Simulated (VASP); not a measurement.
## C: single point with PBE+D3(BJ)

The system is C.

```
C
1.0
     1.23248    0.71157    3.36094
    -1.23248    0.71157    3.36094
     0.00000   -1.42315    3.36094
C
2
Cartesian
  0.0000 -0.0600 1.6561
  0.0000 0.0600 8.4268
```

This cell differs from its parent crystal: mode 4 frozen in at -0.024 Å and mode 6 at -0.060 Å (largest displacements).

```
Program             : VASP 6.6.1
Task                : single point
Functional          : PBE
Dispersion          : D3(BJ)
Potentials or basis : VASP PAW PBE potentials, release 64 (C)
Cutoff              : 520 eV
k mesh              : 15 × 15 × 15
Occupations         : gaussian, width 0.05 eV
Spin                : no spin polarisation
```

```
Pressure                   : 7.7 GPa
Largest force              : 7.421 eV/Å
Band gap on the k mesh     : 0.22 eV, indirect (least direct gap 0.36 eV)
Dispersion energy per atom : -0.156 eV
```

Forces in eV/Å, atoms in the order of the input:
```
C    0.000  7.387  0.708
C    0.000 -7.387 -0.708
```

Stress tensor (GPa, compression positive):
```
-3.41  0.00  0.00
 0.00 26.86 -3.26
 0.00 -3.26 -0.39
```

Levels at points of the mesh, in eV from the valence-band top:
```
           k point  band 1  band 2  band 3  band 4  band 5  band 6  band 7  band 8
(0.00, 0.00, 0.00)  -19.45   -6.38   -4.42   -0.90    4.45    6.28   10.54   11.74
```

It took 110 s on 1 thread of Intel(R) Xeon(R) 6975P-C (Granite Rapids), with other jobs on the host, peak memory 0.27 GiB.

Caveat: the cell differs from its parent crystal (mode 4 frozen in at -0.024 Å and mode 6 at -0.060 Å (largest displacements)); forces of over 1 eV/Å act on the atoms, so gaps and moduli don't describe the material at rest. A k mesh can miss the band edges.
